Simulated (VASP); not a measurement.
# TiO2 (P4_2nm) in VASP: further runs

The runs below take TiO2 through single point, with r2SCAN.

Program: VASP 6.6.1. These are calculated values, not measurements. Logs are shortened: lines on timing, memory, paths and dates and some standing lists are left out, and cuts for length are marked.

## (1) The cell of the first run

It takes space group P4_2nm (No. 102, tetragonal). Conventional cell: a = 4.597 Å, b = 4.597 Å, c = 2.954 Å, α = 90.00°, β = 90.00°, γ = 90.00°. Ti (site symmetry 2mm) has 4 O at 1.60 to 2.04 Å within 2.1 Å. Within 2.1 Å of O (site symmetry m) lie 2 Ti at 1.60 to 2.04 Å.

## (2) Single point, r2SCAN (all Ti atoms moved -0.500 Å, as atom 1 along Cartesian [0 0 1])

POSCAR

```
TiO2
1.0
    4.5967496901      0.0000000000      0.0000000000
    0.0000000000      4.5967496901      0.0000000000
    0.0000000000      0.0000000000      2.9536714147
Ti O
2 4
Direct
    0.0000000000      0.0000000000     -0.1692808474
    0.5000000000      0.5000000000      0.3307191526
    0.3046118010      0.3046118010      0.0000000000
    0.1953881990      0.8046118010      0.5000000000
    0.6953881990      0.6953881990      0.0000000000
    0.8046118010      0.1953881990      0.5000000000
```

INCAR.step1

```
SYSTEM = TiO2
ALGO = Normal ; EDIFF = 1E-4
ENCUT = 520 ; GGA = PE
ISMEAR = 0 ; LASPH = .TRUE.
LCHARG = .FALSE. ; LREAL = .FALSE.
LWAVE = .TRUE. ; NBANDS = 33
NELM = 80 ; PREC = Accurate
SIGMA = 0.05
```

INCAR.step2

```
SYSTEM = TiO2
ALGO = Normal ; EDIFF = 1E-6
ENCUT = 520 ; ISIF = 2
ISMEAR = 0 ; ISTART = 1
LASPH = .TRUE. ; LCHARG = .TRUE.
LELF = .TRUE. ; LMIXTAU = .TRUE.
LREAL = .FALSE. ; LVHAR = .TRUE.
LWAVE = .FALSE. ; METAGGA = R2SCAN
NBANDS = 33 ; NELM = 80
PREC = Accurate ; SIGMA = 0.05
```

KPOINTS

```
k-points
0
G
  6 6 10
  0 0 0
```

Potentials or basis: VASP PAW PBE potentials, release 64 (Ti_sv, O).

Run with:

```sh
> cat potpaw_PBE.64/Ti_sv/POTCAR potpaw_PBE.64/O/POTCAR > POTCAR
> cp INCAR.step1 INCAR
> mpirun -np 1 vasp_std > vasp.out
> cp INCAR.step2 INCAR
> mpirun -np 1 vasp_std > vasp.out
```

OUTCAR:

```text
SYSTEM = TiO2
   EDIFF = 1E-6
   ENCUT = 520
   ISIF = 2
   ISMEAR = 0
   ISTART = 1
   LASPH = .TRUE.
   LREAL = .FALSE.
   METAGGA = R2SCAN
   NELM = 80
   PREC = Accurate

 ion  position               nearest neighbor table
   1  0.000  0.000  0.831-   4 1.60   6 1.60   5 2.04   3 2.04   4 2.35   6 2.35
   2  0.500  0.500  0.331-   3 1.60   5 1.60   4 2.04   6 2.04   3 2.35   5 2.35
   3  0.305  0.305  0.000-   2 1.60   1 2.04   2 2.35
   4  0.195  0.805  0.500-   1 1.60   2 2.04   1 2.35
   5  0.695  0.695  0.000-   2 1.60   1 2.04   2 2.35
   6  0.805  0.195  0.500-   1 1.60   2 2.04   1 2.35

  LATTYP: Found a simple tetragonal cell.
 ALAT       =     4.5967496901
 C/A-ratio  =     0.6425565049

  Lattice vectors:

 A1 = (   4.5967496901,   0.0000000000,   0.0000000000)
 A2 = (   0.0000000000,   4.5967496901,   0.0000000000)
 A3 = (   0.0000000000,   0.0000000000,   2.9536714147)

Analysis of symmetry for initial positions (statically):
=====================================================================
 Subroutine PRICEL returns:
 Original cell was already a primitive cell.

 Routine SETGRP: Setting up the symmetry group for a
 simple tetragonal supercell.

 Subroutine GETGRP returns: Found  8 space group operations
 (whereof  4 operations were pure point group operations)
 out of a pool of 16 trial point group operations.

The static configuration has the point symmetry C_2v.
 The point group associated with its full space group is C_4v.

Analysis of symmetry for dynamics (positions and initial velocities):
=====================================================================
 Subroutine PRICEL returns:
 Original cell was already a primitive cell.

 Routine SETGRP: Setting up the symmetry group for a
 simple tetragonal supercell.

 Subroutine GETGRP returns: Found  8 space group operations
 (whereof  4 operations were pure point group operations)
 out of a pool of 16 trial point group operations.

The dynamic configuration has the point symmetry C_2v.
 The point group associated with its full space group is C_4v.

 Subroutine INISYM returns: Found  8 space group operations
 (whereof  4 operations are pure point group operations),
 and found     1 'primitive' translations

----------------------------------------------------------------------------------------

                                     Primitive cell

  volume of cell :      62.4114

  direct lattice vectors                    reciprocal lattice vectors
     4.596749690  0.000000000  0.000000000     0.217545019  0.000000000  0.000000000
     0.000000000  4.596749690  0.000000000     0.000000000  0.217545019  0.000000000
     0.000000000  0.000000000  2.953671415     0.000000000  0.000000000  0.338561695

  length of vectors
     4.596749690  4.596749690  2.953671415     0.217545019  0.217545019  0.338561695

  position of ions in fractional coordinates (direct lattice)
     0.000000000  0.000000000  0.830719153
     0.500000000  0.500000000  0.330719153
     0.304611801  0.304611801  0.000000000
     0.195388199  0.804611801  0.500000000
     0.695388199  0.695388199  0.000000000
     0.804611801  0.195388199  0.500000000

  ion indices of the primitive-cell ions
   primitive index   ion index
                 1           1
                 2           2
                 3           3
                 4           4
                 5           5
                 6           6

----------------------------------------------------------------------------------------

 KPOINTS: k-points

Automatic generation of k-mesh.
 Grid dimensions read from file:
 generate k-points for:    6    6   10

 Generating k-lattice:

  Cartesian coordinates                     Fractional coordinates (reciprocal lattice)
     0.036257503  0.000000000  0.000000000     0.166666667  0.000000000  0.000000000
     0.000000000  0.036257503  0.000000000     0.000000000  0.166666667  0.000000000
     0.000000000  0.000000000  0.033856169     0.000000000  0.000000000  0.100000000

  Length of vectors
     0.036257503  0.036257503  0.033856169

  Shift w.r.t. Gamma in fractional coordinates (k-lattice)
     0.000000000  0.000000000  0.000000000

 Subroutine IBZKPT returns following result:
 ===========================================

 Found     60 irreducible k-points:

 Following reciprocal coordinates:
            Coordinates               Weight
  0.000000  0.000000  0.000000      1.000000
  0.166667  0.000000  0.000000      4.000000
  0.333333  0.000000  0.000000      4.000000
  0.500000  0.000000  0.000000      2.000000
  0.166667  0.166667  0.000000      4.000000
  0.333333  0.166667  0.000000      8.000000
[... 16 lines left out ...]
  0.333333  0.000000  0.200000      8.000000
  0.500000  0.000000  0.200000      4.000000
 [... further k-points ...]
   k-points           NKPTS =     60   k-points in BZ     NKDIM =     60   number of bands    NBANDS=     33
   number of dos      NEDOS =    301   number of ions     NIONS =      6
   total plane-waves  NPLWV =  31104
   dimension x,y,z NGX =    36 NGY =   36 NGZ =   24
   dimension x,y,z NGXF=    72 NGYF=   72 NGZF=   48
   ions per type =               2   4
   NGX,Y,Z   is equivalent  to a cutoff of  13.02, 13.02, 13.51 a.u.
   NGXF,Y,Z  is equivalent  to a cutoff of  26.04, 26.04, 27.02 a.u.
 SYSTEM =  TiO2
   PREC   = accura    normal or accurate (medium, high low for compatibility)
   ISTART =      1    job   : 0-new  1-cont  2-samecut
   ICHARG =      0    charge: 1-file 2-atom 10-const
   ISPIN  =      1    spin polarized calculation?
   LNONCOLLINEAR =      F non collinear calculations
   LSORBIT =      F    spin-orbit coupling
   LASPH  =      T    aspherical Exc in radial PAW
   ENCUT  =  520.0 eV  38.22 Ry    6.18 a.u.   8.55  8.55  5.49*2*pi/ulx,y,z
   NELM   =     80;   NELMIN=  2; NELMDL=  0     # of ELM steps
   EDIFF  = 0.1E-05   stopping-criterion for ELM
   LREAL  =      F    real-space projection
   EDIFFG = 0.1E-04   stopping-criterion for IOM
   NSW    =      0    number of steps for IOM
   IBRION =     -1    ionic relax: 0-MD 1-quasi-New 2-CG
   NFREE  =      0    steps in history (QN), initial steepest desc. (CG)
   ISIF   =      2    stress and relaxation
   ISYM   =      2    0-nonsym 1-usesym 2-fastsym
   POTIM  = 0.5000    time-step for ionic-motion
   TEBEG  =    0.0;   TEEND  =   0.0 temperature during run
   PSTRESS=    0.0 pullay stress
   NELECT =      48.0000    total number of electrons
   NUPDOWN=      -1.0000    fix difference up-down
   EMIN   =  10.00;   EMAX   =-10.00  energy-range for DOS
   EFERMI =   0.00;   METHOD = LEGACY
   ISMEAR =     0;   SIGMA  =   0.05  broadening in eV -4-tet -1-fermi 0-gaus
   EFERMI_NEDOS =   21; number of points for ismear=-14 and -15
   IALGO  =     38    algorithm
   IMIX   =      4    mixing-type and parameters
     AMIX     =   0.40;   BMIX     =  1.00
     AMIX_MAG =   1.60;   BMIX_MAG =  1.00
  volume/ion in A,a.u.               =      10.40        70.20
  Fermi-wavevector in a.u.,A,eV,Ry     =   1.499917  2.834432 30.609728  2.249752
  Thomas-Fermi vector in A             =   2.611485
   LORBIT       =      0    0 simple, 1 ext, 2 COOP (PROOUT), +10 PAW based schemes
   METAGGA = R2SCAN    functional components
   LHFCALC =     F    Hartree Fock is set to
   AEXX    =    0.0000 exact exchange contribution
   IVDW    =     0    specifies the selected vdW correction
   LEPSILON=     F    determine dielectric tensor
   LRPA    =     F    only Hartree local field effects (RPA)
 non-spin polarized calculation
 Gauss-broadening in eV      SIGMA  =   0.05
  energy-cutoff  :      520.00
  volume of cell :       62.41
 maximum number of plane-waves:      1698
 NGX is ok and might be reduce to    36
   NGX = 17   NGY = 17   NGZ = 11

 number of electron      48.0000022 magnetization

 Free energy of the ion-electron system (eV)
  ---------------------------------------------------
  ext. energy  EPLUGINS =         0.00000000
  ---------------------------------------------------
  free energy    TOTEN  =       -66.92330238 eV

  energy without entropy =      -66.92330238  energy(sigma->0) =      -66.92330238

 E-fermi :   3.8725     XC(G=0): -11.9895

 val. band max:        3.5296941826   @ k =   0.5000   0.5000   0.5000
 cond. band min:       7.9523816403   @ k =   0.5000   0.5000   0.5000
 fundamental gap:      4.4226874577
 Fermi energy:         3.8725219970

 k-point     1 :       0.0000    0.0000    0.0000
  band No.  band energies     occupation
      1     -53.5664      2.00000
      2     -53.5470      2.00000
      3     -29.4575      2.00000
      4     -29.4575      2.00000
      5     -28.9850      2.00000
      6     -28.9285      2.00000
[... 25 lines left out ...]
     32      12.1965      0.00000
     33      12.3768      0.00000

 k-point     2 :       0.1667    0.0000    0.0000
  band No.  band energies     occupation
      1     -53.5651      2.00000
      2     -53.5483      2.00000
      3     -29.4552      2.00000
      4     -29.4550      2.00000
      5     -28.9822      2.00000
      6     -28.9331      2.00000
[... 25 lines left out ...]
     32      11.7555      0.00000
     33      12.3206      0.00000

 k-point     3 :       0.3333    0.0000    0.0000
  band No.  band energies     occupation
      1     -53.5615      2.00000
      2     -53.5519      2.00000
      3     -29.4504      2.00000
      4     -29.4502      2.00000
      5     -28.9737      2.00000
      6     -28.9451      2.00000
[... 25 lines left out ...]
     32      10.9565      0.00000
     33      12.5493      0.00000

 k-point     4 :       0.5000    0.0000    0.0000
  band No.  band energies     occupation
      1     -53.5567      2.00000
      2     -53.5567      2.00000
      3     -29.4479      2.00000
      4     -29.4479      2.00000
      5     -28.9604      2.00000
      6     -28.9604      2.00000
[... 25 lines left out ...]
     32      10.7404      0.00000
     33      12.7821      0.00000

 k-point     5 :       0.1667    0.1667    0.0000
  band No.  band energies     occupation
      1     -53.5640      2.00000
      2     -53.5494      2.00000
      3     -29.4592      2.00000
      4     -29.4495      2.00000
      5     -28.9794      2.00000
      6     -28.9368      2.00000
[... 604 lines left out ...]
 k-point    22 :       0.1667    0.0000    0.2000
  band No.  band energies     occupation
      1     -53.5493      2.00000
      2     -53.5357      2.00000
      3     -29.4170      2.00000
      4     -29.4167      2.00000
      5     -29.1312      2.00000
      6     -29.0940      2.00000
[... 25 lines left out ...]
     32      11.4638      0.00000
     33      12.4501      0.00000

 k-point    23 :       0.3333    0.0000    0.2000
  band No.  band energies     occupation
      1     -53.5465      2.00000
      2     -53.5386      2.00000
      3     -29.4145      2.00000
      4     -29.4141      2.00000
      5     -29.1241      2.00000
      6     -29.1029      2.00000
[... 25 lines left out ...]
     32      10.7272      0.00000
     33      12.9003      0.00000

 k-point    24 :       0.5000    0.0000    0.2000
  band No.  band energies     occupation
      1     -53.5425      2.00000
      2     -53.5425      2.00000
      3     -29.4130      2.00000
      4     -29.4130      2.00000
      5     -29.1140      2.00000
      6     -29.1140      2.00000
[... 25 lines left out ...]
     32      10.7473      0.00000
     33      13.2148      0.00000

 [... further k-points ...]

------------------------ aborting loop because EDIFF is reached ----------------------------------------

  FORCE on cell =-STRESS in cart. coord.  units (eV):
  Direction    XX          YY          ZZ          XY          YZ          ZX
  --------------------------------------------------------------------------------------
  -------------------------------------------------------------------------------------
  Total       14.8400916     14.8400916     19.7153740      0.0000000      0.0000000      0.0000000
  in kB      380.9634159    380.9634159    506.1179167      0.0000000      0.0000000      0.0000000
  external PRESSURE =     422.6815828 kB  Pullay stress =       0.0000000 kB

 VOLUME and BASIS-vectors are now :
 -----------------------------------------------------------------------------
  energy-cutoff  :      520.00
  volume of cell :       62.41
      direct lattice vectors                 reciprocal lattice vectors
     4.596749690  0.000000000  0.000000000     0.217545019  0.000000000  0.000000000
     0.000000000  4.596749690  0.000000000     0.000000000  0.217545019  0.000000000
     0.000000000  0.000000000  2.953671415     0.000000000  0.000000000  0.338561695

 POSITION                                       TOTAL-FORCE (eV/Angst)
 -----------------------------------------------------------------------------------
      0.00000      0.00000      2.45367         0.000000      0.000000      9.561869
      2.29837      2.29837      0.97684         0.000000      0.000000      9.561869
      1.40022      1.40022      0.00000        -3.736895     -3.736895     -4.780935
      0.89815      3.69860      1.47684         3.736895     -3.736895     -4.780935
      3.19653      3.19653      0.00000         3.736895      3.736895     -4.780935
      3.69860      0.89815      1.47684        -3.736895      3.736895     -4.780935
 -----------------------------------------------------------------------------------
    total drift:                                0.000000      0.000000      0.003010

  FREE ENERGIE OF THE ION-ELECTRON SYSTEM (eV)
  ---------------------------------------------------
  free  energy   TOTEN  =       -66.9233023794 eV

  energy  without entropy=      -66.9233023794  energy(sigma->0) =      -66.92330238
```

Wall time 5.3 min (1 thread of Intel Xeon Platinum 8488C (Sapphire Rapids), shared host); peak memory 0.24 GiB.

What came out:

- Free energy: -66.9233 eV
- Pressure: 42.3 GPa
- Largest force: 9.562 eV/Å
- Band gap on the k mesh: 4.42 eV

Forces in eV/Å, atoms in the order of the input:
```
Ti   0.000  0.000  9.562
Ti   0.000  0.000  9.562
O   -3.737 -3.737 -4.781
O    3.737 -3.737 -4.781
O    3.737  3.737 -4.781
O   -3.737  3.737 -4.781
```

Levels at points of the mesh, in eV from the valence-band top:
| k point | band 21 | band 22 | band 23 | band 24 | band 25 | band 26 | band 27 | band 28 |
| --- | --- | --- | --- | --- | --- | --- | --- | --- |
| (0.00, 0.00, 0.00) | -1.53 | -0.71 | -0.71 | -0.21 | 5.21 | 5.54 | 5.54 | 5.85 |
| (0.50, 0.00, 0.00) | -0.86 | -0.86 | -0.53 | -0.53 | 4.82 | 4.82 | 6.11 | 6.11 |
| (0.50, 0.50, 0.00) | -1.70 | -1.70 | -0.99 | -0.99 | 5.65 | 5.65 | 6.35 | 6.35 |
| (0.00, 0.00, 0.50) | -2.15 | -2.15 | -0.77 | -0.77 | 5.82 | 5.82 | 5.93 | 5.93 |
| (0.50, 0.00, 0.50) | -1.19 | -1.19 | -1.00 | -1.00 | 4.81 | 4.81 | 5.85 | 5.85 |
| (0.50, 0.50, 0.50) | -1.30 | -0.87 | 0.00 | 0.00 | 4.42 | 5.36 | 5.42 | 5.42 |

Caveat: the cell differs from its parent crystal (all Ti atoms moved -0.500 Å, as atom 1 along Cartesian [0 0 1]); the stress differs along the axes, from 38 to 51 GPa; the PAW data sets were made with another functional, which shifts forces and pressure a little. A k mesh can miss the band edges.

## (3) Single point, r2SCAN (all Ti atoms moved +0.375 Å, as atom 1 along Cartesian [0 0 1])

POSCAR: that of step 2 with these lines changed.

```diff
@@ -8,4 +8,4 @@
 Direct
-    0.0000000000      0.0000000000     -0.1692808474
-    0.5000000000      0.5000000000      0.3307191526
+    0.0000000000      0.0000000000      0.1269606355
+    0.5000000000      0.5000000000      0.6269606355
     0.3046118010      0.3046118010      0.0000000000
```

INCAR.step1

```
SYSTEM = TiO2
ALGO     = Normal         ! electronic algorithm
EDIFF    = 1E-4           ! SCF threshold, eV
ENCUT    = 520            ! plane-wave cutoff, eV
GGA      = PE             ! functional
ISMEAR   = 0              ! smearing method
LASPH    = .True.         ! aspherical terms in the spheres
LCHARG   = .False.        ! write CHGCAR
LREAL    = .False.        ! projectors in reciprocal space
LWAVE    = .True.         ! write WAVECAR
NBANDS   = 33             ! bands
NELM     = 100            ! most SCF steps
PREC     = Accurate       ! precision mode
SIGMA    = 0.05           ! smearing width, eV
```

INCAR.step2

```
SYSTEM = TiO2
ALGO     = Normal         ! electronic algorithm
EDIFF    = 1E-6           ! SCF threshold, eV
ENCUT    = 520            ! plane-wave cutoff, eV
ISIF     = 2              ! what is computed and relaxed
ISMEAR   = 0              ! smearing method
ISTART   = 1            
LASPH    = .True.         ! aspherical terms in the spheres
LCHARG   = .False.        ! write CHGCAR
LMIXTAU  = .True.       
LREAL    = .False.        ! projectors in reciprocal space
LWAVE    = .False.        ! write WAVECAR
METAGGA  = R2SCAN         ! meta-GGA
NBANDS   = 33             ! bands
NELM     = 100            ! most SCF steps
PREC     = Accurate       ! precision mode
SIGMA    = 0.05           ! smearing width, eV
```

KPOINTS

```
k-points
0
Gamma
  6 6 10
  0 0 0
```

Potentials or basis: VASP PAW PBE potentials, release 64 (Ti_sv, O).

Run with:

```sh
> cat potpaw_PBE.64/Ti_sv/POTCAR potpaw_PBE.64/O/POTCAR > POTCAR
> cp INCAR.step1 INCAR
> mpirun -np 1 vasp_std > vasp.out
> cp INCAR.step2 INCAR
> mpirun -np 1 vasp_std > vasp.out
```

It took 5.7 min on 1 thread of Intel Xeon Platinum 8488C (Sapphire Rapids), shared host; peak memory 0.24 GiB.

Results (log left out):

```
Free energy            : -68.6939 eV
Pressure               : 23.3 GPa
Largest force          : 4.875 eV/Å
Band gap on the k mesh : 3.59 eV (least direct gap 3.76 eV)
```

Forces in eV/Å, atoms in the order of the input:
```
Ti   0.000  0.000 -4.875
Ti   0.000  0.000 -4.875
O   -1.785 -1.785  2.437
O    1.785 -1.785  2.437
O    1.785  1.785  2.437
O   -1.785  1.785  2.437
```

Stress tensor (GPa, compression positive):
```
19.97  0.00  0.00
 0.00 19.97  0.00
 0.00  0.00 29.96
```

Levels at points of the mesh, in eV from the valence-band top:
| k point | band 20 | band 21 | band 22 | band 23 | band 24 | band 25 | band 26 | band 27 | band 28 | band 29 |
| --- | --- | --- | --- | --- | --- | --- | --- | --- | --- | --- |
| (0.00, 0.00, 0.00) | -1.86 | -1.68 | -0.79 | -0.79 | 0.00 | 4.31 | 4.99 | 4.99 | 5.00 | 5.09 |
| (0.50, 0.00, 0.00) | -1.85 | -1.03 | -1.03 | -0.66 | -0.66 | 3.90 | 3.90 | 5.42 | 5.42 | 5.98 |
| (0.50, 0.50, 0.00) | -1.99 | -1.95 | -1.95 | -1.23 | -1.23 | 4.91 | 4.91 | 5.10 | 5.10 | 5.74 |
| (0.00, 0.00, 0.50) | -2.60 | -2.24 | -2.24 | -0.95 | -0.95 | 4.92 | 4.92 | 5.25 | 5.25 | 5.34 |
| (0.50, 0.00, 0.50) | -2.32 | -1.38 | -1.38 | -1.02 | -1.02 | 3.95 | 3.95 | 5.17 | 5.17 | 5.74 |
| (0.50, 0.50, 0.50) | -1.99 | -1.75 | -0.71 | -0.17 | -0.17 | 3.59 | 4.85 | 4.85 | 4.85 | 5.29 |

Caveat: the cell differs from its parent crystal (all Ti atoms moved +0.375 Å, as atom 1 along Cartesian [0 0 1]); the stress differs along the axes, from 20 to 30 GPa; the PAW data sets were made with another functional, which shifts forces and pressure a little. A k mesh can miss the band edges.

[end of part 1 of 2]
